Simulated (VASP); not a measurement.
# InSb (I-4m2) in VASP: further runs

InSb is run at these levels: LDA; tasks: single point.

Everything below comes from runs of VASP 6.6.1. Logs are shortened: lines on timing, memory, paths and dates and some standing lists are left out, and cuts for length are marked.

## 1. The cell of the first run

Symmetry: I-4m2, No. 119, tetragonal system. Conventional cell: a = 4.581 Å, b = 4.581 Å, c = 6.673 Å, α = 90.00°, β = 90.00°, γ = 90.00°. In (site symmetry -4m2) has 4 Sb at 2.83 Å within 3.7 Å. Within 3.7 Å of Sb (site symmetry -4m2) lie 4 In at 2.83 Å.

## 2. Single point, LDA (strain +0.0300 x Voigt [0, 0, 1, 0, 0, 0])

INCAR

```
SYSTEM = InSb
ALGO = Normal
EDIFF = 1E-6
ENCUT = 520
ISIF = 2
ISMEAR = 0
LASPH = .TRUE.
LCHARG = .FALSE.
LREAL = .FALSE.
LWAVE = .FALSE.
NBANDS = 16
NELM = 100
PREC = Accurate
SIGMA = 0.15
```

KPOINTS

```
k-points
0
G
  12 12 12
  0 0 0
```

POSCAR

```
InSb
1.0
    0.0000000000      3.2391000000      3.3362730000
    3.2391000000      0.0000000000      3.3362730000
    3.2391000000      3.2391000000      0.0000000000
In Sb
1 1
Direct
    0.0000000000      0.0000000000      0.0000000000
    0.7500000000      0.7500000000      0.7500000000
```

Potentials or basis: VASP PAW LDA potentials, release 64 (In_d, Sb).

Command:

```console
$ cat potpaw_LDA.64/In_d/POTCAR potpaw_LDA.64/Sb/POTCAR > POTCAR
$ mpirun -np 1 vasp_std > vasp.out
```

OUTCAR:

```text
SYSTEM = InSb
   EDIFF = 1E-6
   ENCUT = 520
   ISIF = 2
   ISMEAR = 0
   LASPH = .TRUE.
   LREAL = .FALSE.
   NELM = 100
   PREC = Accurate

 ion  position               nearest neighbor table
   1  0.000  0.000  0.000-   2 2.83   2 2.83   2 2.83   2 2.83
   2  0.750  0.750  0.750-   1 2.83   1 2.83   1 2.83   1 2.83

  LATTYP: Found a body centered tetragonal cell.
 ALAT       =     4.5807791499
 C/A-ratio  =     1.4566399692

  Lattice vectors:

 A1 = (  -3.2391000000,   0.0000000000,   3.3362730000)
 A2 = (   3.2391000000,   0.0000000000,   3.3362730000)
 A3 = (   0.0000000000,   3.2391000000,  -3.3362730000)

Analysis of symmetry for initial positions (statically):
=====================================================================
 Subroutine PRICEL returns:
 Original cell was already a primitive cell.

 Routine SETGRP: Setting up the symmetry group for a
 body centered tetragonal supercell.

 Subroutine GETGRP returns: Found  8 space group operations
 (whereof  8 operations were pure point group operations)
 out of a pool of 16 trial point group operations.

The static configuration has the point symmetry D_2d.

Analysis of symmetry for dynamics (positions and initial velocities):
=====================================================================
 Subroutine PRICEL returns:
 Original cell was already a primitive cell.

 Routine SETGRP: Setting up the symmetry group for a
 body centered tetragonal supercell.

 Subroutine GETGRP returns: Found  8 space group operations
 (whereof  8 operations were pure point group operations)
 out of a pool of 16 trial point group operations.

The dynamic configuration has the point symmetry D_2d.

 Subroutine INISYM returns: Found  8 space group operations
 (whereof  8 operations are pure point group operations),
 and found     1 'primitive' translations

----------------------------------------------------------------------------------------

                                     Primitive cell

  volume of cell :      70.0068

  direct lattice vectors                    reciprocal lattice vectors
     0.000000000  3.239100000  3.336273000    -0.154363867  0.154363867  0.149867832
     3.239100000  0.000000000  3.336273000     0.154363867 -0.154363867  0.149867832
     3.239100000  3.239100000  0.000000000     0.154363867  0.154363867 -0.149867832

  length of vectors
     4.649998531  4.649998531  4.580779150     0.264795720  0.264795720  0.264795720

  position of ions in fractional coordinates (direct lattice)
     0.000000000  0.000000000  0.000000000
     0.750000000  0.750000000  0.750000000

  ion indices of the primitive-cell ions
   primitive index   ion index
[... 72 lines left out ...]
   ENCUT  =  520.0 eV  38.22 Ry    6.18 a.u.   8.65  8.65  8.52*2*pi/ulx,y,z
   NELM   =    100;   NELMIN=  2; NELMDL= -5     # of ELM steps
   EDIFF  = 0.1E-05   stopping-criterion for ELM
   LREAL  =      F    real-space projection
   EDIFFG = 0.1E-04   stopping-criterion for IOM
   NSW    =      0    number of steps for IOM
   IBRION =     -1    ionic relax: 0-MD 1-quasi-New 2-CG
   NFREE  =      0    steps in history (QN), initial steepest desc. (CG)
   ISIF   =      2    stress and relaxation
   ISYM   =      2    0-nonsym 1-usesym 2-fastsym
   POTIM  = 0.5000    time-step for ionic-motion
   TEBEG  =    0.0;   TEEND  =   0.0 temperature during run
   PSTRESS=    0.0 pullay stress
   NELECT =      18.0000    total number of electrons
   NUPDOWN=      -1.0000    fix difference up-down
   EMIN   =  10.00;   EMAX   =-10.00  energy-range for DOS
   EFERMI =   0.00;   METHOD = LEGACY
   ISMEAR =     0;   SIGMA  =   0.15  broadening in eV -4-tet -1-fermi 0-gaus
   EFERMI_NEDOS =   21; number of points for ismear=-14 and -15
   IALGO  =     38    algorithm
   IMIX   =      4    mixing-type and parameters
     AMIX     =   0.40;   BMIX     =  1.00
     AMIX_MAG =   1.60;   BMIX_MAG =  1.00
  volume/ion in A,a.u.               =      35.00       236.21
  Fermi-wavevector in a.u.,A,eV,Ry     =   1.041004  1.967212 14.744477  1.083689
  Thomas-Fermi vector in A             =   2.175605
   LORBIT       =      0    0 simple, 1 ext, 2 COOP (PROOUT), +10 PAW based schemes
   GGA     = CA    functional components
   LHFCALC =     F    Hartree Fock is set to
   AEXX    =    0.0000 exact exchange contribution
   IVDW    =     0    specifies the selected vdW correction
   LEPSILON=     F    determine dielectric tensor
   LRPA    =     F    only Hartree local field effects (RPA)
 non-spin polarized calculation
 Gauss-broadening in eV      SIGMA  =   0.15
  energy-cutoff  :      520.00
  volume of cell :       70.01
 maximum number of plane-waves:      1911
   NGX = 17   NGY = 17   NGZ = 17

 number of electron      17.9999998 magnetization

 Free energy of the ion-electron system (eV)
  ---------------------------------------------------
  ext. energy  EPLUGINS =         0.00000000
  ---------------------------------------------------
  free energy    TOTEN  =        -8.19775229 eV

  energy without entropy =       -8.19746402  energy(sigma->0) =       -8.19760816

 E-fermi :   4.7151     XC(G=0):  -8.8726

 val. band max:        4.6315719330   @ k =   0.0000   0.0000   0.0000
 cond. band min:       4.9439317987   @ k =   0.5000   0.0000   0.0000
 fundamental gap:      0.3123598658
 Fermi energy:         4.7150906190

 k-point     1 :       0.0000    0.0000    0.0000
  band No.  band energies     occupation
      1      -9.9169      2.00000
      2      -9.9113      2.00000
      3      -9.9113      2.00000
      4      -9.8357      2.00000
      5      -9.8325      2.00000
      6      -6.0073      2.00000
[... 433 lines left out ...]
      3      -9.8892      2.00000
      4      -9.8360      2.00000
      5      -9.8324      2.00000
      6      -4.5675      2.00000
[... 8 lines left out ...]
     15      12.6987      0.00000
     16      12.9236      0.00000

 [... further k-points ...]
[... 5 lines left out ...]
  --------------------------------------------------------------------------------------
  -------------------------------------------------------------------------------------
  Total       -0.6251130     -0.6251130     -1.0290060      0.0000000      0.0000000      0.0000000
  in kB      -14.3063500    -14.3063500    -23.5498533      0.0000000      0.0000000      0.0000000
  external PRESSURE =     -17.3875177 kB  Pullay stress =       0.0000000 kB

 VOLUME and BASIS-vectors are now :
 -----------------------------------------------------------------------------
  energy-cutoff  :      520.00
  volume of cell :       70.01
      direct lattice vectors                 reciprocal lattice vectors
     0.000000000  3.239100000  3.336273000    -0.154363867  0.154363867  0.149867832
     3.239100000  0.000000000  3.336273000     0.154363867 -0.154363867  0.149867832
     3.239100000  3.239100000  0.000000000     0.154363867  0.154363867 -0.149867832

 POSITION                                       TOTAL-FORCE (eV/Angst)
 -----------------------------------------------------------------------------------
      0.00000      0.00000      0.00000         0.000000      0.000000      0.000000
      4.85865      4.85865      5.00441        -0.000000     -0.000000     -0.000000
 -----------------------------------------------------------------------------------
    total drift:                               -0.000000     -0.000000      0.000000

  FREE ENERGIE OF THE ION-ELECTRON SYSTEM (eV)
  ---------------------------------------------------
  free  energy   TOTEN  =        -8.1977522943 eV

  energy  without entropy=       -8.1974640173  energy(sigma->0) =       -8.19760816
```

OSZICAR:

```text
N       E                     dE             d eps       ncg     rms          rms(c)
DAV:   1     0.114127713430E+03    0.11413E+03   -0.78089E+03  5216   0.111E+03
DAV:   2    -0.707761574449E+00   -0.11484E+03   -0.11108E+03  5944   0.282E+02
DAV:   3    -0.811973717154E+01   -0.74120E+01   -0.73804E+01  6664   0.738E+01
DAV:   4    -0.833508704233E+01   -0.21535E+00   -0.21531E+00  6600   0.147E+01
DAV:   5    -0.834744562925E+01   -0.12359E-01   -0.12358E-01  7888   0.290E+00    0.411E+00
DAV:   6    -0.822751220936E+01    0.11993E+00   -0.14979E-01  7800   0.587E+00    0.232E+00
DAV:   7    -0.819939756950E+01    0.28115E-01   -0.61206E-02  7288   0.223E+00    0.522E-01
DAV:   8    -0.819766987460E+01    0.17277E-02   -0.65008E-03  7176   0.922E-01    0.277E-01
DAV:   9    -0.819775496903E+01   -0.85094E-04   -0.55937E-04  6640   0.208E-01    0.742E-02
DAV:  10    -0.819774860692E+01    0.63621E-05   -0.30241E-05  6648   0.354E-02    0.301E-02
DAV:  11    -0.819775245082E+01   -0.38439E-05   -0.68560E-06  6456   0.320E-02    0.199E-02
DAV:  12    -0.819775229431E+01    0.15651E-06   -0.40473E-07  4712   0.525E-03
   1 F= -.81977523E+01 E0= -.81976082E+01  d E =-.288277E-03
```

stdout:

```text
POSCAR found type information on POSCAR InSb
 POSCAR found :  2 types and       2 ions
 scaLAPACK will be used
 LDA part: xc-table for (Slater(with rela. corr.)+CA(PZ))
 , standard interpolation
 POSCAR, INCAR and KPOINTS ok, starting setup
 FFT: planning ... GRIDC
 FFT: planning ... GRID_SOFT
 FFT: planning ... GRID
 WAVECAR not read
 entering main loop
```

Run time: 1.8 min. Hardware: 1 thread of Intel Xeon Platinum 8488C (Sapphire Rapids), shared host; peak memory 0.31 GiB.

Results:

- Free energy: -8.1978 eV
- Pressure: -1.7 GPa
- Band gap on the k mesh: zero (filled and empty bands touch)

Caveat: the cell differs from its parent crystal (strain +0.0300 x Voigt [0, 0, 1, 0, 0, 0]); spin-orbit coupling is left out, which moves the levels of the heavy elements.

## 3. Single point, LDA (strain +0.0400 x Voigt [0, 0, 1, 0, 0, 0])

INCAR

```
SYSTEM = InSb
PREC = Accurate
ENCUT = 520
EDIFF = 1E-6
ISMEAR = 0
SIGMA = 0.15
LREAL = .False.
LASPH = .True.
NELM = 60
ALGO = Normal
ISIF = 2
LWAVE = .False.
LCHARG = .False.
NBANDS = 16
```

KPOINTS

```
Automatic mesh
0
Gamma
  12 12 12
  0 0 0
```

POSCAR

```
InSb
1.0
    0.0000000000      3.2391000000      3.3686640000
    3.2391000000      0.0000000000      3.3686640000
    3.2391000000      3.2391000000      0.0000000000
In Sb
1 1
Direct
    0.0000000000      0.0000000000      0.0000000000
    0.7500000000      0.7500000000      0.7500000000
```

Potentials or basis: VASP PAW LDA potentials, release 64 (In_d, Sb).

Command:

```console
$ cat potpaw_LDA.64/In_d/POTCAR potpaw_LDA.64/Sb/POTCAR > POTCAR
$ mpirun -np 1 vasp_std > vasp.out
```

Run time: 97 s. Hardware: 1 thread of Intel Xeon Platinum 8488C (Sapphire Rapids), shared host; peak memory 0.31 GiB.

The run converged. Its results:

| Quantity | Value |
| --- | --- |
| Free energy | -8.1867 eV |
| Pressure | -2.1 GPa |
| Band gap on the k mesh | zero (filled and empty bands touch) |

Stress tensor (GPa, compression positive):
```
-1.69  0.00  0.00
 0.00 -1.69  0.00
 0.00  0.00 -2.93
```

Levels at points of the mesh, in eV from the Fermi level:
```tsv
k point	band 6	band 7	band 8	band 9	band 10	band 11	band 12	band 13
(0.00, 0.00, 0.00)	-10.67	-0.74	-0.28	-0.08	-0.08	2.75	2.75	2.84
(0.50, 0.00, 0.00)	-9.40	-5.64	-1.22	-0.97	0.20	3.54	3.71	5.82
(0.50, 0.50, 0.00)	-8.91	-6.07	-2.16	-2.16	1.30	1.31	7.64	7.64
(0.50, 0.00, 0.50)	-8.80	-5.90	-2.36	-2.34	1.03	1.11	7.55	7.69
```

Caveat: the cell differs from its parent crystal (strain +0.0400 x Voigt [0, 0, 1, 0, 0, 0]); spin-orbit coupling is left out, which moves the levels of the heavy elements.
